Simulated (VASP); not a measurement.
The system is Si3Br2.

```
Si Br
1.0
     3.64321    2.10341    2.97467
    -3.64321    2.10341    2.97467
     0.00000   -4.20681    2.97467
Si Br
3 2
Direct
  0.00000 0.50000 0.00000
  0.50000 0.00000 0.00000
  0.00000 0.00000 0.50000
  0.75000 0.75000 0.75000
  0.25000 0.25000 0.25000
```

This cell differs from its parent crystal: atoms taken out.

* Program: VASP 6.6.1
* Task: relaxation of cell and atoms
* Functional: PBE
* Potentials or basis: VASP PAW PBE potentials, release 64 (Si, Br)
* Cutoff: 600 eV
* k mesh: 4 × 4 × 4
* Occupations: gaussian, width 0.1 eV
* Spin: no spin polarisation

At the start: pressure 14.7 GPa; volume 27.35 Å³/atom.

Question: How do energy, volume and symmetry change on relaxing?

Answer: Over 11 steps the energy falls by 991.6 meV/atom and the volume is 26.73 Å³/atom (-2.3 %); space group R-3m (No. 166, to 0.1 Å) before and after.

The path:
```
step  energy change (eV)  largest force (eV/Å)  pressure (GPa)  volume (Å³)
   1              0.0000                3.4424           14.65       136.77
   2             -3.4756                0.2011           -2.94       189.63
   3             -3.4883                0.3937           -2.16       183.60
   4             -3.4903                0.3566           -2.32       184.70
   5             -3.9019                0.3513           -2.48       173.57
   6             -4.8794                0.7059           -1.41       140.07
   7             -4.9448                0.1805            0.79       129.66
   8             -4.9474                0.2772            0.38       131.30
   9             -4.9562                0.0502            0.07       132.99
  10             -4.9564                0.0138            0.01       133.29
  11             -4.9578                0.0208           -0.09       133.67
```

Final structure:
```cif
data_structure
_symmetry_space_group_name_H-M 'P 1'
_symmetry_Int_Tables_number 1
_cell_length_a 5.3510
_cell_length_b 5.3510
_cell_length_c 5.3510
_cell_angle_alpha 105.097
_cell_angle_beta 105.097
_cell_angle_gamma 105.097
_cell_volume 133.67
loop_
_atom_site_label
_atom_site_type_symbol
_atom_site_fract_x
_atom_site_fract_y
_atom_site_fract_z
_atom_site_occupancy
Si1 Si 0.00000 0.50000 0.00000 1
Si2 Si 0.50000 0.00000 0.00000 1
Si3 Si 0.00000 0.00000 0.50000 1
Br1 Br 0.73175 0.73175 0.73175 1
Br2 Br 0.26825 0.26825 0.26825 1
```

Caveat: the cell differs from its parent crystal (atoms taken out).
